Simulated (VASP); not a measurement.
# Ti2O (P-3m1) in VASP: a series of runs

Runs on Ti2O. Level: r2SCAN. Tasks: single point.

Program: VASP 6.6.1. These are calculated values, not measurements. Logs are shortened: lines on timing, memory, paths and dates and some standing lists are left out, and cuts for length are marked.

**1. The cell of the first run**

The structure is trigonal, space group P-3m1 (No. 164). Conventional cell: a = 2.982 Å, b = 2.982 Å, c = 4.857 Å, α = 90.00°, β = 90.00°, γ = 120.00°. Ti (site symmetry 3m) has 3 O at 2.16 Å and 9 Ti at 2.83 to 2.98 Å within 3.0 Å. Within 3.0 Å of O (site symmetry -3m) lie 6 Ti at 2.16 Å and 6 O at 2.98 Å.

**2. Single point, r2SCAN (12.47 Å³/atom)**

File POSCAR:

```
Ti2O
1.0
    2.9820978490      0.0000000000      0.0000000000
   -1.4910489245      2.5825724938      0.0000000000
    0.0000000000      0.0000000000      4.8569799958
Ti O
2 1
Direct
    0.6666666667      0.3333333333      0.2681434430
    0.3333333333      0.6666666667      0.7318565570
    0.0000000000      0.0000000000      0.0000000000
```

File INCAR.step1:

```
ALGO     = Normal         # electronic algorithm
EDIFF    = 1E-4           # SCF threshold, eV
ENCUT    = 520            # plane-wave cutoff, eV
GGA      = PE             # functional
ISMEAR   = 0              # smearing method
LASPH    = T              # aspherical terms in the spheres
LCHARG   = F              # write CHGCAR
LREAL    = F              # projectors in reciprocal space
LWAVE    = T              # write WAVECAR
NBANDS   = 22             # bands
NELM     = 100            # most SCF steps
PREC     = Accurate       # precision mode
SIGMA    = 0.1            # smearing width, eV
```

File INCAR.step2:

```
ALGO     = Normal         # electronic algorithm
EDIFF    = 1E-6           # SCF threshold, eV
ENCUT    = 520            # plane-wave cutoff, eV
ISIF     = 2              # what is computed and relaxed
ISMEAR   = 0              # smearing method
ISTART   = 1            
LASPH    = T              # aspherical terms in the spheres
LCHARG   = T              # write CHGCAR
LELF     = T              # ELF
LMIXTAU  = T            
LREAL    = F              # projectors in reciprocal space
LVHAR    = T            
LWAVE    = F              # write WAVECAR
METAGGA  = R2SCAN         # meta-GGA
NBANDS   = 22             # bands
NELM     = 100            # most SCF steps
PREC     = Accurate       # precision mode
SIGMA    = 0.1            # smearing width, eV
```

File KPOINTS:

```
k-points
0
Gamma
  18 18 10
```

Potentials or basis: VASP PAW PBE potentials, release 64 (Ti_sv, O).

Started as:

```sh
cat potpaw_PBE.64/Ti_sv/POTCAR potpaw_PBE.64/O/POTCAR > POTCAR
cp INCAR.step1 INCAR
mpirun -np 1 vasp_std > vasp.out
cp INCAR.step2 INCAR
mpirun -np 1 vasp_std > vasp.out
```

OUTCAR:

```text
EDIFF = 1E-6
   ENCUT = 520
   ISIF = 2
   ISMEAR = 0
   ISTART = 1
   LASPH = T
   LREAL = F
   METAGGA = R2SCAN
   NELM = 100
   PREC = Accurate

 ion  position               nearest neighbor table
   1  0.667  0.333  0.268-   3 2.16   3 2.16   3 2.16   2 2.83   2 2.83   2 2.83
   2  0.333  0.667  0.732-   3 2.16   3 2.16   3 2.16   1 2.83   1 2.83   1 2.83
   3  0.000  0.000  0.000-   1 2.16   2 2.16   2 2.16   1 2.16   1 2.16   2 2.16

  LATTYP: Found a hexagonal cell.
 ALAT       =     2.9820978490
 C/A-ratio  =     1.6287124842

  Lattice vectors:

 A1 = (   2.9820978490,   0.0000000000,   0.0000000000)
 A2 = (  -1.4910489245,   2.5825724938,   0.0000000000)
 A3 = (   0.0000000000,   0.0000000000,   4.8569799958)

Analysis of symmetry for initial positions (statically):
=====================================================================
 Subroutine PRICEL returns:
 Original cell was already a primitive cell.

 Routine SETGRP: Setting up the symmetry group for a
 hexagonal supercell.

 Subroutine GETGRP returns: Found 12 space group operations
 (whereof 12 operations were pure point group operations)
 out of a pool of 24 trial point group operations.

The static configuration has the point symmetry D_3d.

Analysis of symmetry for dynamics (positions and initial velocities):
=====================================================================
 Subroutine PRICEL returns:
 Original cell was already a primitive cell.

 Routine SETGRP: Setting up the symmetry group for a
 hexagonal supercell.

 Subroutine GETGRP returns: Found 12 space group operations
 (whereof 12 operations were pure point group operations)
 out of a pool of 24 trial point group operations.

The dynamic configuration has the point symmetry D_3d.

 Subroutine INISYM returns: Found 12 space group operations
 (whereof 12 operations are pure point group operations),
 and found     1 'primitive' translations

----------------------------------------------------------------------------------------

                                     Primitive cell

  volume of cell :      37.4060

  direct lattice vectors                    reciprocal lattice vectors
     2.982097849  0.000000000  0.000000000     0.335334402  0.193605407  0.000000000
    -1.491048925  2.582572494  0.000000000     0.000000000  0.387210815  0.000000000
     0.000000000  0.000000000  4.856979996     0.000000000  0.000000000  0.205889256

  length of vectors
     2.982097849  2.982097849  4.856979996     0.387210815  0.387210815  0.205889256

  position of ions in fractional coordinates (direct lattice)
     0.666666667  0.333333333  0.268143443
     0.333333333  0.666666667  0.731856557
     0.000000000  0.000000000  0.000000000

  ion indices of the primitive-cell ions
   primitive index   ion index
                 1           1
                 2           2
                 3           3

----------------------------------------------------------------------------------------

 KPOINTS: k-points

Automatic generation of k-mesh.
 Grid dimensions read from file:
 generate k-points for:   18   18   10

 Generating k-lattice:

  Cartesian coordinates                     Fractional coordinates (reciprocal lattice)
     0.018629689  0.010755856  0.000000000     0.055555556  0.000000000  0.000000000
     0.000000000  0.021511712  0.000000000     0.000000000  0.055555556  0.000000000
     0.000000000  0.000000000  0.020588926     0.000000000  0.000000000  0.100000000

  Length of vectors
     0.021511712  0.021511712  0.020588926

  Shift w.r.t. Gamma in fractional coordinates (k-lattice)
     0.000000000  0.000000000  0.000000000

 Subroutine IBZKPT returns following result:
 ===========================================

 Found    330 irreducible k-points:

 Following reciprocal coordinates:
            Coordinates               Weight
  0.000000  0.000000  0.000000      1.000000
  0.055556 -0.000000  0.000000      6.000000
  0.111111 -0.000000  0.000000      6.000000
  0.166667 -0.000000  0.000000      6.000000
  0.222222  0.000000  0.000000      6.000000
  0.277778 -0.000000  0.000000      6.000000
[... 16 lines left out ...]
  0.333333  0.111111  0.000000     12.000000
  0.388889  0.111111  0.000000     12.000000
 [... further k-points ...]
   k-points           NKPTS =    330   k-points in BZ     NKDIM =    330   number of bands    NBANDS=     22
   number of dos      NEDOS =    301   number of ions     NIONS =      3
   total plane-waves  NPLWV =  20736
   dimension x,y,z NGX =    24 NGY =   24 NGZ =   36
   dimension x,y,z NGXF=    48 NGYF=   48 NGZF=   72
   ions per type =               2   1
   NGX,Y,Z   is equivalent  to a cutoff of  13.38, 13.38, 12.32 a.u.
   NGXF,Y,Z  is equivalent  to a cutoff of  26.76, 26.76, 24.64 a.u.
 SYSTEM =  unknown system
   PREC   = accura    normal or accurate (medium, high low for compatibility)
   ISTART =      1    job   : 0-new  1-cont  2-samecut
   ICHARG =      0    charge: 1-file 2-atom 10-const
   ISPIN  =      1    spin polarized calculation?
   LNONCOLLINEAR =      F non collinear calculations
   LSORBIT =      F    spin-orbit coupling
   LASPH  =      T    aspherical Exc in radial PAW
   ENCUT  =  520.0 eV  38.22 Ry    6.18 a.u.   5.54  5.54  9.03*2*pi/ulx,y,z
   NELM   =    100;   NELMIN=  2; NELMDL=  0     # of ELM steps
   EDIFF  = 0.1E-05   stopping-criterion for ELM
   LREAL  =      F    real-space projection
   EDIFFG = 0.1E-04   stopping-criterion for IOM
   NSW    =      0    number of steps for IOM
   IBRION =     -1    ionic relax: 0-MD 1-quasi-New 2-CG
   NFREE  =      0    steps in history (QN), initial steepest desc. (CG)
   ISIF   =      2    stress and relaxation
   ISYM   =      2    0-nonsym 1-usesym 2-fastsym
   POTIM  = 0.5000    time-step for ionic-motion
   TEBEG  =    0.0;   TEEND  =   0.0 temperature during run
   PSTRESS=    0.0 pullay stress
   NELECT =      30.0000    total number of electrons
   NUPDOWN=      -1.0000    fix difference up-down
   EMIN   =  10.00;   EMAX   =-10.00  energy-range for DOS
   EFERMI =   0.00;   METHOD = LEGACY
   ISMEAR =     0;   SIGMA  =   0.10  broadening in eV -4-tet -1-fermi 0-gaus
   EFERMI_NEDOS =   21; number of points for ismear=-14 and -15
   IALGO  =     38    algorithm
   IMIX   =      4    mixing-type and parameters
     AMIX     =   0.40;   BMIX     =  1.00
     AMIX_MAG =   1.60;   BMIX_MAG =  1.00
  volume/ion in A,a.u.               =      12.47        84.14
  Fermi-wavevector in a.u.,A,eV,Ry     =   1.521020  2.874312 31.477115  2.313503
  Thomas-Fermi vector in A             =   2.629792
   LORBIT       =      0    0 simple, 1 ext, 2 COOP (PROOUT), +10 PAW based schemes
   METAGGA = R2SCAN    functional components
   LHFCALC =     F    Hartree Fock is set to
   AEXX    =    0.0000 exact exchange contribution
   IVDW    =     0    specifies the selected vdW correction
   LEPSILON=     F    determine dielectric tensor
   LRPA    =     F    only Hartree local field effects (RPA)
 non-spin polarized calculation
 Gauss-broadening in eV      SIGMA  =   0.10
  energy-cutoff  :      520.00
  volume of cell :       37.41
 maximum number of plane-waves:      1038
 NGX is ok and might be reduce to    24
   NGX = 11   NGY = 11   NGZ = 19

 number of electron      30.0000007 magnetization

 Free energy of the ion-electron system (eV)
  ---------------------------------------------------
  ext. energy  EPLUGINS =         0.00000000
  ---------------------------------------------------
  free energy    TOTEN  =       -37.85201440 eV

  energy without entropy =      -37.84699503  energy(sigma->0) =      -37.84950471

 E-fermi :   9.7311     XC(G=0): -12.9794

 val. band max:        9.7308594968   @ k =   0.1667  -0.0000   0.0000
 cond. band min:       9.7314252154   @ k =   0.2778   0.1111   0.3000
 fundamental gap:      0.0005657186
 Fermi energy:         9.7310648121

 k-point     1 :       0.0000    0.0000    0.0000
  band No.  band energies     occupation
      1     -50.0087      2.00000
      2     -49.8945      2.00000
      3     -25.5847      2.00000
      4     -24.9727      2.00000
      5     -24.9726      2.00000
      6     -24.9079      2.00000
[... 14 lines left out ...]
     21      10.9799      0.00000
     22      13.6044      0.00000

 k-point     2 :       0.0556   -0.0000    0.0000
  band No.  band energies     occupation
      1     -50.0060      2.00000
      2     -49.8934      2.00000
      3     -25.5768      2.00000
      4     -24.9894      2.00000
      5     -24.9774      2.00000
      6     -24.9106      2.00000
[... 14 lines left out ...]
     21      11.1559      0.00000
     22      13.4024      0.00000

 k-point     3 :       0.1111   -0.0000    0.0000
  band No.  band energies     occupation
      1     -49.9981      2.00000
      2     -49.8901      2.00000
      3     -25.5539      2.00000
      4     -25.0340      2.00000
      5     -24.9908      2.00000
      6     -24.9532      2.00000
[... 14 lines left out ...]
     21      11.4329      0.00000
     22      13.0589      0.00000

 k-point     4 :       0.1667   -0.0000    0.0000
  band No.  band energies     occupation
      1     -49.9858      2.00000
      2     -49.8852      2.00000
      3     -25.5176      2.00000
      4     -25.1000      2.00000
      5     -25.0161      2.00000
      6     -25.0105      2.00000
[... 14 lines left out ...]
     21      11.7255      0.00000
     22      12.7719      0.00000

 k-point     5 :       0.2222    0.0000    0.0000
  band No.  band energies     occupation
      1     -49.9702      2.00000
      2     -49.8797      2.00000
      3     -25.4709      2.00000
      4     -25.1812      2.00000
      5     -25.0885      2.00000
      6     -25.0336      2.00000
[... 417 lines left out ...]
 k-point    22 :       0.2778    0.1111    0.0000
  band No.  band energies     occupation
      1     -49.9309      2.00000
      2     -49.8695      2.00000
      3     -25.3542      2.00000
      4     -25.3431      2.00000
      5     -25.2389      2.00000
      6     -25.0866      2.00000
[... 14 lines left out ...]
     21      12.6979      0.00000
     22      13.1546      0.00000

 k-point    23 :       0.3333    0.1111    0.0000
  band No.  band energies     occupation
      1     -49.9161      2.00000
      2     -49.8679      2.00000
      3     -25.4091      2.00000
      4     -25.3263      2.00000
      5     -25.2454      2.00000
      6     -25.1156      2.00000
[... 14 lines left out ...]
     21      12.8370      0.00000
     22      13.0771      0.00000

 k-point    24 :       0.3889    0.1111    0.0000
  band No.  band energies     occupation
      1     -49.9051      2.00000
      2     -49.8682      2.00000
      3     -25.4499      2.00000
      4     -25.3329      2.00000
      5     -25.2150      2.00000
      6     -25.1379      2.00000
[... 14 lines left out ...]
     21      12.8585      0.00000
     22      13.0281      0.00000

 [... further k-points ...]

------------------------ aborting loop because EDIFF is reached ----------------------------------------

  FORCE on cell =-STRESS in cart. coord.  units (eV):
  Direction    XX          YY          ZZ          XY          YZ          ZX
  --------------------------------------------------------------------------------------
  -------------------------------------------------------------------------------------
  Total       -1.0993946     -1.0993946     -1.0976358      0.0000000     -0.0000000      0.0000000
  in kB      -47.0894346    -47.0894346    -47.0140988      0.0000000     -0.0000000      0.0000000
  external PRESSURE =     -47.0643227 kB  Pullay stress =       0.0000000 kB

 VOLUME and BASIS-vectors are now :
 -----------------------------------------------------------------------------
  energy-cutoff  :      520.00
  volume of cell :       37.41
      direct lattice vectors                 reciprocal lattice vectors
     2.982097849  0.000000000  0.000000000     0.335334402  0.193605407  0.000000000
    -1.491048925  2.582572494  0.000000000     0.000000000  0.387210815  0.000000000
     0.000000000  0.000000000  4.856979996     0.000000000  0.000000000  0.205889256

 POSITION                                       TOTAL-FORCE (eV/Angst)
 -----------------------------------------------------------------------------------
      1.49105      0.86086      1.30237        -0.000000      0.000000      0.057140
     -0.00000      1.72171      3.55461         0.000000      0.000000     -0.057140
      0.00000      0.00000      0.00000        -0.000000      0.000000      0.000000
 -----------------------------------------------------------------------------------
    total drift:                                0.000000     -0.000000     -0.000000

  FREE ENERGIE OF THE ION-ELECTRON SYSTEM (eV)
  ---------------------------------------------------
  free  energy   TOTEN  =       -37.8520143962 eV

  energy  without entropy=      -37.8469950273  energy(sigma->0) =      -37.84950471
```

Wall time 5.3 min (1 thread of Intel Xeon 6975P-C (Granite Rapids), shared host); peak memory 0.35 GiB.

What came out:

```yaml
Free_energy: -37.8520 eV
Pressure: -4.7 GPa
Largest_force: 0.057 eV/Å
Band_gap_on_the_k_mesh: zero (bands 15 and 16 overlap by 0.93 eV)
```

Forces on the atoms (eV/Å):
```
Ti   0.000  0.000  0.057
Ti   0.000  0.000 -0.057
O    0.000  0.000  0.000
```

Levels at points of the mesh, in eV from the Fermi level:
| k point | band 13 | band 14 | band 15 | band 16 | band 17 | band 18 |
| --- | --- | --- | --- | --- | --- | --- |
| (0.00, 0.00, 0.00) | -4.15 | -0.34 | 0.19 | 0.55 | 0.55 | 1.08 |
| (0.50, 0.00, 0.00) | -2.62 | -1.54 | -0.78 | 1.11 | 1.75 | 2.77 |
| (0.00, 0.00, 0.50) | -2.25 | -1.84 | 0.18 | 0.18 | 1.13 | 1.89 |
| (0.50, 0.00, 0.50) | -1.74 | -1.49 | -0.61 | -0.50 | 1.01 | 2.73 |

Caveat: the cell stands under tension; the PAW data sets were made with another functional, which shifts forces and pressure a little.

**3. Single point, r2SCAN (uniaxial strain along c: +3.0 %)**

File POSCAR:

```
Ti2O
1.0
    2.9292990093      0.0000000000      0.0000000000
   -1.4646495047      2.5368473574      0.0000000000
    0.0000000000      0.0000000000      4.9584245881
Ti O
2 1
Direct
    0.6666666660      0.3333333340      0.2695415750
    0.3333333340      0.6666666660      0.7304584250
    0.0000000000      0.0000000000      0.0000000000
```

File INCAR.step1:

```
PREC     = Accurate       # precision mode
ENCUT    = 520            # plane-wave cutoff, eV
ISMEAR   = 0              # smearing method
SIGMA    = 0.1            # smearing width, eV
LREAL    = F              # projectors in reciprocal space
LASPH    = T              # aspherical terms in the spheres
NELM     = 60             # most SCF steps
NBANDS   = 22             # bands
GGA      = PE             # functional
ALGO     = Normal         # electronic algorithm
EDIFF    = 1E-4           # SCF threshold, eV
LWAVE    = T              # write WAVECAR
LCHARG   = F              # write CHGCAR
```

File INCAR.step2:

```
PREC     = Accurate       # precision mode
ENCUT    = 520            # plane-wave cutoff, eV
EDIFF    = 1E-6           # SCF threshold, eV
ISMEAR   = 0              # smearing method
SIGMA    = 0.1            # smearing width, eV
LREAL    = F              # projectors in reciprocal space
LASPH    = T              # aspherical terms in the spheres
NELM     = 60             # most SCF steps
ALGO     = Normal         # electronic algorithm
ISIF     = 2              # what is computed and relaxed
LWAVE    = F              # write WAVECAR
LCHARG   = F              # write CHGCAR
METAGGA  = R2SCAN         # meta-GGA
LMIXTAU  = T            
NBANDS   = 22             # bands
ISTART   = 1
```

File KPOINTS:

```
Automatic mesh
0
Gamma
  24 24 12
```

Potentials or basis: VASP PAW PBE potentials, release 64 (Ti_sv, O).

Started as:

```sh
cat potpaw_PBE.64/Ti_sv/POTCAR potpaw_PBE.64/O/POTCAR > POTCAR
cp INCAR.step1 INCAR
mpirun -np 1 vasp_std > vasp.out
cp INCAR.step2 INCAR
mpirun -np 1 vasp_std > vasp.out
```

Wall time 12 min (1 thread of Intel Xeon 6975P-C (Granite Rapids), shared host); peak memory 0.55 GiB.

The run converged. Its results:

| Quantity | Value |
| --- | --- |
| Free energy | -37.8351 eV |
| Pressure | -2.0 GPa |
| Largest force | 0.149 eV/Å |
| Band gap on the k mesh | zero (bands 15 and 16 overlap by 1.02 eV) |

Forces in eV/Å, atoms in the order of the input:
```
Ti   0.000  0.000  0.149
Ti   0.000  0.000 -0.149
O    0.000  0.000  0.000
```

Stress tensor (GPa, compression positive):
```
 1.23  0.00  0.00
 0.00  1.23  0.00
 0.00  0.00 -8.50
```

Levels at points of the mesh, in eV from the Fermi level:
```
           k point  band 11  band 12  band 13  band 14  band 15  band 16  band 17  band 18  band 19  band 20
(0.00, 0.00, 0.00)    -6.11    -6.11    -4.24    -0.46     0.04     0.59     0.59     1.10     1.10     1.44
(0.50, 0.00, 0.00)    -7.33    -6.63    -2.66    -1.50    -0.73     0.86     1.95     2.84     2.86     3.14
(0.00, 0.00, 0.50)    -6.17    -6.17    -2.40    -2.05     0.28     0.28     0.97     1.83     1.83     2.29
(0.50, 0.00, 0.50)    -7.33    -6.56    -1.82    -1.50    -0.64    -0.59     1.11     2.95     3.04     3.09
```

Caveat: the cell differs from its parent crystal (uniaxial strain along c: +3.0 %); the stress differs along the axes, from -9 to 1 GPa; the PAW data sets were made with another functional, which shifts forces and pressure a little.
